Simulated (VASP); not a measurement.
Input of a VASP 6.6.1 run:

INCAR

```
SYSTEM = TiCo
ALGO     = Normal         ! electronic algorithm
EDIFF    = 1E-6           ! SCF threshold, eV
ENCUT    = 600            ! plane-wave cutoff, eV
GGA      = PE             ! functional
GGA_COMPAT= .False.      
ISIF     = 2              ! what is computed and relaxed
ISMEAR   = -5             ! smearing method
LASPH    = .True.         ! aspherical terms in the spheres
LCHARG   = .False.        ! write CHGCAR
LREAL    = .False.        ! projectors in reciprocal space
LWAVE    = .False.        ! write WAVECAR
NBANDS   = 18             ! bands
NELM     = 120            ! most SCF steps
PREC     = Accurate       ! precision mode
SIGMA    = 0.1            ! smearing width, eV
```

Contents of KPOINTS:

```
k-points
0
Gamma
  6 6 6
  0 0 0
```

File POSCAR:

```
TiCo
1.0
    2.9861109900      0.0000000000      0.0000000000
    0.0000000000      2.9861109900      0.0000000000
    0.0000000000      0.0000000000      2.9861109900
Ti Co
1 1
Direct
    0.0000000000      0.0000000000      0.0000000000
    0.5000000000      0.5000000000      0.5000000000
```

Potentials or basis: VASP PAW PBE potentials, release 64 (Ti_sv, Co).

Launch:

```console
$ cat potpaw_PBE.64/Ti_sv/POTCAR potpaw_PBE.64/Co/POTCAR > POTCAR
$ mpirun -np 1 vasp_std > vasp.out
```

Task: Estimate the pressure.

Result: -2.6 GPa.

Caveat: tetrahedron occupations give inexact forces and stress in metals. Spin polarisation is off, so any magnetic state and its effect on volume and gap are missing.
